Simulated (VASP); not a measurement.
# Pr4O (P4/mmm) in VASP: single point with PBE

Aim: the single point of Pr4O with PBE.

Everything below comes from runs of VASP 6.6.1. Logs are shortened: lines on timing, memory, paths and dates and some standing lists are left out, and cuts for length are marked.

## Step 1: The cell of the first run

Symmetry: P4/mmm, No. 123, tetragonal system. The conventional cell has a = 4.977 Å, b = 4.977 Å, c = 5.256 Å, α = 90.00°, β = 90.00°, γ = 90.00°. Pr (site symmetry m2m) has 4 Pr at 2.40 to 2.58 Å and 2 O at 3.13 Å within 3.2 Å. O (site symmetry 4/mmm) has 8 Pr at 3.13 Å within 4.1 Å.

## Step 2: Single point, PBE

Contents of INCAR:

```
SYSTEM = Pr4O
PREC = Accurate
ENCUT = 520
EDIFF = 1E-7
ISMEAR = 0
SIGMA = 0.1
LREAL = .FALSE.
LASPH = .TRUE.
NELM = 80
ALGO = Normal
ISIF = 2
LWAVE = .FALSE.
LCHARG = .FALSE.
GGA = PE
NBANDS = 37
```

Contents of KPOINTS:

```
Automatic mesh
0
G
  4 4 4
  0 0 0
```

Contents of POSCAR:

```
Pr4O
1.0
    4.9773611900      0.0000000000      0.0000000000
    0.0000000000      4.9773611900      0.0000000000
    0.0000000000      0.0000000000      5.2558628000
Pr O
4 1
Direct
    0.7407732000      0.7407732000      0.5000000000
    0.2592268000      0.2592268000      0.5000000000
    0.2592268000      0.7407732000      0.5000000000
    0.7407732000      0.2592268000      0.5000000000
    0.5000000000      0.5000000000      0.0000000000
```

Potentials or basis: VASP PAW PBE potentials, release 64 (Pr, O).

Run with:

```bash
> cat potpaw_PBE.64/Pr/POTCAR potpaw_PBE.64/O/POTCAR > POTCAR
> mpirun -np 1 vasp_std > vasp.out
```

OUTCAR:

```text
SYSTEM = Pr4O
   PREC = Accurate
   ENCUT = 520
   EDIFF = 1E-7
   ISMEAR = 0
   LREAL = .FALSE.
   LASPH = .TRUE.
   NELM = 80
   ISIF = 2
   GGA = PE

 ion  position               nearest neighbor table
   1  0.741  0.741  0.500-   3 2.40   4 2.40   3 2.58   4 2.58   2 3.39   2 3.52   2 3.52
   2  0.259  0.259  0.500-   3 2.40   4 2.40   3 2.58   4 2.58   1 3.39   1 3.52   1 3.52
   3  0.259  0.741  0.500-   1 2.40   2 2.40   2 2.58   1 2.58   4 3.39   4 3.52   4 3.52
   4  0.741  0.259  0.500-   1 2.40   2 2.40   2 2.58   1 2.58   3 3.39   3 3.52   3 3.52
   5  0.500  0.500  0.000-

  LATTYP: Found a simple tetragonal cell.
 ALAT       =     4.9773611900
 C/A-ratio  =     1.0559536669

  Lattice vectors:

 A1 = (   4.9773611900,   0.0000000000,   0.0000000000)
 A2 = (   0.0000000000,   4.9773611900,   0.0000000000)
 A3 = (   0.0000000000,   0.0000000000,   5.2558628000)

Analysis of symmetry for initial positions (statically):
=====================================================================
 Subroutine PRICEL returns:
 Original cell was already a primitive cell.

 Routine SETGRP: Setting up the symmetry group for a
 simple tetragonal supercell.

 Subroutine GETGRP returns: Found 16 space group operations
 (whereof 16 operations were pure point group operations)
 out of a pool of 16 trial point group operations.

The static configuration has the point symmetry D_4h.

Analysis of symmetry for dynamics (positions and initial velocities):
=====================================================================
 Subroutine PRICEL returns:
 Original cell was already a primitive cell.

 Routine SETGRP: Setting up the symmetry group for a
 simple tetragonal supercell.

 Subroutine GETGRP returns: Found 16 space group operations
 (whereof 16 operations were pure point group operations)
 out of a pool of 16 trial point group operations.

The dynamic configuration has the point symmetry D_4h.

 Subroutine INISYM returns: Found 16 space group operations
 (whereof 16 operations are pure point group operations),
 and found     1 'primitive' translations

----------------------------------------------------------------------------------------

                                     Primitive cell

  volume of cell :     130.2094

  direct lattice vectors                    reciprocal lattice vectors
     4.977361190  0.000000000  0.000000000     0.200909671  0.000000000  0.000000000
     0.000000000  4.977361190  0.000000000     0.000000000  0.200909671  0.000000000
     0.000000000  0.000000000  5.255862800     0.000000000  0.000000000  0.190263718

  length of vectors
     4.977361190  4.977361190  5.255862800     0.200909671  0.200909671  0.190263718

  position of ions in fractional coordinates (direct lattice)
     0.740773200  0.740773200  0.500000000
     0.259226800  0.259226800  0.500000000
     0.259226800  0.740773200  0.500000000
     0.740773200  0.259226800  0.500000000
     0.500000000  0.500000000  0.000000000

  ion indices of the primitive-cell ions
   primitive index   ion index
                 1           1
                 2           2
                 3           3
                 4           4
                 5           5

----------------------------------------------------------------------------------------

 KPOINTS: Automatic mesh

Automatic generation of k-mesh.
 Grid dimensions read from file:
 generate k-points for:    4    4    4

 Generating k-lattice:

  Cartesian coordinates                     Fractional coordinates (reciprocal lattice)
     0.050227418  0.000000000  0.000000000     0.250000000  0.000000000  0.000000000
     0.000000000  0.050227418  0.000000000     0.000000000  0.250000000  0.000000000
     0.000000000  0.000000000  0.047565930     0.000000000  0.000000000  0.250000000

  Length of vectors
     0.050227418  0.050227418  0.047565930

  Shift w.r.t. Gamma in fractional coordinates (k-lattice)
     0.000000000  0.000000000  0.000000000

 Subroutine IBZKPT returns following result:
 ===========================================

 Found     18 irreducible k-points:

 Following reciprocal coordinates:
            Coordinates               Weight
  0.000000  0.000000  0.000000      1.000000
  0.250000  0.000000  0.000000      4.000000
  0.500000  0.000000  0.000000      2.000000
  0.250000  0.250000  0.000000      4.000000
  0.500000  0.250000  0.000000      4.000000
  0.500000  0.500000  0.000000      1.000000
[... 10 lines left out ...]
  0.500000  0.250000  0.500000      4.000000
  0.500000  0.500000  0.500000      1.000000
   k-points           NKPTS =     18   k-points in BZ     NKDIM =     18   number of bands    NBANDS=     37
   number of dos      NEDOS =    301   number of ions     NIONS =      5
   total plane-waves  NPLWV =  64000
   dimension x,y,z NGX =    40 NGY =   40 NGZ =   40
   dimension x,y,z NGXF=    80 NGYF=   80 NGZF=   80
   ions per type =               4   1
   NGX,Y,Z   is equivalent  to a cutoff of  13.36, 13.36, 12.65 a.u.
   NGXF,Y,Z  is equivalent  to a cutoff of  26.72, 26.72, 25.30 a.u.
 SYSTEM =  Pr4O
   PREC   = accura    normal or accurate (medium, high low for compatibility)
   ISTART =      0    job   : 0-new  1-cont  2-samecut
   ICHARG =      2    charge: 1-file 2-atom 10-const
   ISPIN  =      1    spin polarized calculation?
   LNONCOLLINEAR =      F non collinear calculations
   LSORBIT =      F    spin-orbit coupling
   LASPH  =      T    aspherical Exc in radial PAW
   ENCUT  =  520.0 eV  38.22 Ry    6.18 a.u.   9.25  9.25  9.77*2*pi/ulx,y,z
   NELM   =     80;   NELMIN=  2; NELMDL= -5     # of ELM steps
   EDIFF  = 0.1E-06   stopping-criterion for ELM
   LREAL  =      F    real-space projection
   EDIFFG = 0.1E-05   stopping-criterion for IOM
   NSW    =      0    number of steps for IOM
   IBRION =     -1    ionic relax: 0-MD 1-quasi-New 2-CG
   NFREE  =      0    steps in history (QN), initial steepest desc. (CG)
   ISIF   =      2    stress and relaxation
   ISYM   =      2    0-nonsym 1-usesym 2-fastsym
   POTIM  = 0.5000    time-step for ionic-motion
   TEBEG  =    0.0;   TEEND  =   0.0 temperature during run
   PSTRESS=    0.0 pullay stress
   NELECT =      58.0000    total number of electrons
   NUPDOWN=      -1.0000    fix difference up-down
   EMIN   =  10.00;   EMAX   =-10.00  energy-range for DOS
   EFERMI =   0.00;   METHOD = LEGACY
   ISMEAR =     0;   SIGMA  =   0.10  broadening in eV -4-tet -1-fermi 0-gaus
   EFERMI_NEDOS =   21; number of points for ismear=-14 and -15
   IALGO  =     38    algorithm
   IMIX   =      4    mixing-type and parameters
     AMIX     =   0.40;   BMIX     =  1.00
     AMIX_MAG =   1.60;   BMIX_MAG =  1.00
  volume/ion in A,a.u.               =      26.04       175.74
  Fermi-wavevector in a.u.,A,eV,Ry     =   1.250269  2.362665 21.268246  1.563172
  Thomas-Fermi vector in A             =   2.384271
   LORBIT       =      0    0 simple, 1 ext, 2 COOP (PROOUT), +10 PAW based schemes
   GGA     = PE    functional components
   LHFCALC =     F    Hartree Fock is set to
   AEXX    =    0.0000 exact exchange contribution
   IVDW    =     0    specifies the selected vdW correction
   LEPSILON=     F    determine dielectric tensor
   LRPA    =     F    only Hartree local field effects (RPA)
 non-spin polarized calculation
 Gauss-broadening in eV      SIGMA  =   0.10
  energy-cutoff  :      520.00
  volume of cell :      130.21
 maximum number of plane-waves:      3527
 NGX is ok and might be reduce to    40
   NGX = 19   NGY = 19   NGZ = 19

 number of electron      57.9999997 magnetization

 Free energy of the ion-electron system (eV)
  ---------------------------------------------------
  ext. energy  EPLUGINS =         0.00000000
  ---------------------------------------------------
  free energy    TOTEN  =       -23.19207250 eV

  energy without entropy =      -23.03984117  energy(sigma->0) =      -23.11595684

 E-fermi :   5.5510     XC(G=0):  -9.7636

 val. band max:        5.5464970828   @ k =   0.2500   0.0000   0.5000
 cond. band min:       5.5540708468   @ k =   0.2500   0.0000   0.2500
 fundamental gap:      0.0075737640
 Fermi energy:         5.5509713047

 k-point     1 :       0.0000    0.0000    0.0000
  band No.  band energies     occupation
      1     -31.9621      2.00000
      2     -29.8742      2.00000
      3     -29.8742      2.00000
      4     -27.7132      2.00000
      5     -16.9728      2.00000
      6     -16.9449      2.00000
[... 29 lines left out ...]
     36       5.8976      0.00000
     37       6.3425      0.00000

 k-point     2 :       0.2500    0.0000    0.0000
  band No.  band energies     occupation
      1     -31.7392      2.00000
      2     -30.2325      2.00000
      3     -29.6476      2.00000
      4     -28.0871      2.00000
      5     -16.7656      2.00000
      6     -15.9394      2.00000
[... 29 lines left out ...]
     36       5.9859      0.00000
     37       6.1318      0.00000

 k-point     3 :       0.5000    0.0000    0.0000
  band No.  band energies     occupation
      1     -31.3213      2.00000
      2     -30.7786      2.00000
      3     -29.2261      2.00000
      4     -28.6474      2.00000
      5     -16.3923      2.00000
      6     -16.0257      2.00000
[... 29 lines left out ...]
     36       6.0032      0.00000
     37       6.2169      0.00000

 k-point     4 :       0.2500    0.2500    0.0000
  band No.  band energies     occupation
      1     -31.5161      2.00000
      2     -30.0070      2.00000
      3     -30.0063      2.00000
      4     -28.4577      2.00000
      5     -15.7670      2.00000
      6     -15.7203      2.00000
[... 29 lines left out ...]
     36       5.9949      0.00000
     37       6.0346      0.00000
[... 443 lines left out ...]
      1     -31.5156      2.00000
      2     -30.0066      2.00000
      3     -30.0060      2.00000
      4     -28.4574      2.00000
      5     -15.7661      2.00000
      6     -15.7144      2.00000
[... 29 lines left out ...]
     36       6.1002      0.00000
     37       6.1356      0.00000

 k-point    17 :       0.5000    0.2500    0.5000
  band No.  band energies     occupation
      1     -31.0978      2.00000
      2     -30.5528      2.00000
      3     -29.5853      2.00000
      4     -29.0149      2.00000
      5     -15.3722      2.00000
      6     -14.9972      2.00000
[... 29 lines left out ...]
     36       6.0418      0.00000
     37       6.1214      0.00000

 k-point    18 :       0.5000    0.5000    0.5000
  band No.  band energies     occupation
      1     -30.6811      2.00000
      2     -30.1313      2.00000
      3     -30.1313      2.00000
      4     -29.5707      2.00000
      5     -13.5038      2.00000
      6     -13.1111      2.00000
[... 29 lines left out ...]
     36       5.9608      0.00000
     37       6.1012      0.00000

------------------------ aborting loop because EDIFF is reached ----------------------------------------

  FORCE on cell =-STRESS in cart. coord.  units (eV):
  Direction    XX          YY          ZZ          XY          YZ          ZX
  --------------------------------------------------------------------------------------
  -------------------------------------------------------------------------------------
  Total       17.3206187     17.3206187    -12.7117708      0.0000000      0.0000000      0.0000000
  in kB      213.1236515    213.1236515   -156.4135241      0.0000000      0.0000000      0.0000000
  external PRESSURE =      89.9445930 kB  Pullay stress =       0.0000000 kB

 VOLUME and BASIS-vectors are now :
 -----------------------------------------------------------------------------
  energy-cutoff  :      520.00
  volume of cell :      130.21
      direct lattice vectors                 reciprocal lattice vectors
     4.977361190  0.000000000  0.000000000     0.200909671  0.000000000  0.000000000
     0.000000000  4.977361190  0.000000000     0.000000000  0.200909671  0.000000000
     0.000000000  0.000000000  5.255862800     0.000000000  0.000000000  0.190263718

 POSITION                                       TOTAL-FORCE (eV/Angst)
 -----------------------------------------------------------------------------------
      3.68710      3.68710      2.62793         1.474409      1.474409      0.000000
      1.29027      1.29027      2.62793        -1.474409     -1.474409      0.000000
      1.29027      3.68710      2.62793        -1.474409      1.474409     -0.000000
      3.68710      1.29027      2.62793         1.474409     -1.474409      0.000000
      2.48868      2.48868      0.00000         0.000000      0.000000      0.000000
 -----------------------------------------------------------------------------------
    total drift:                               -0.000000     -0.000000     -0.000000

  FREE ENERGIE OF THE ION-ELECTRON SYSTEM (eV)
  ---------------------------------------------------
  free  energy   TOTEN  =       -23.1920724997 eV

  energy  without entropy=      -23.0398411725  energy(sigma->0) =      -23.11595684
```

It took 9.3 min on 1 thread of Intel Xeon Platinum 8375C at 2.90GHz (Ice Lake), shared host; peak memory 0.28 GiB.

What came out:

```yaml
Free_energy: -23.1921 eV
Pressure: 9.0 GPa
Largest_force: 2.085 eV/Å
Band_gap_on_the_k_mesh: zero (band 29 reaches 5.58 eV, above the bottom of band 30 at 5.54 eV)
```

Forces on the atoms (eV/Å):
```
Pr   1.474  1.474  0.000
Pr  -1.474 -1.474  0.000
Pr  -1.474  1.474  0.000
Pr   1.474 -1.474  0.000
O    0.000  0.000  0.000
```

Stress tensor (GPa, compression positive):
```
 21.31   0.00   0.00
  0.00  21.31   0.00
  0.00   0.00 -15.64
```

Caveat: spin-orbit coupling is left out, which moves the levels of the heavy elements; the run has no spin polarisation, though such a crystal can be magnetic; without U or exact exchange the open f shell lies at the Fermi level, which spoils levels, moments and volumes; forces of over 1 eV/Å act on the atoms, so gaps and moduli don't describe the material at rest.
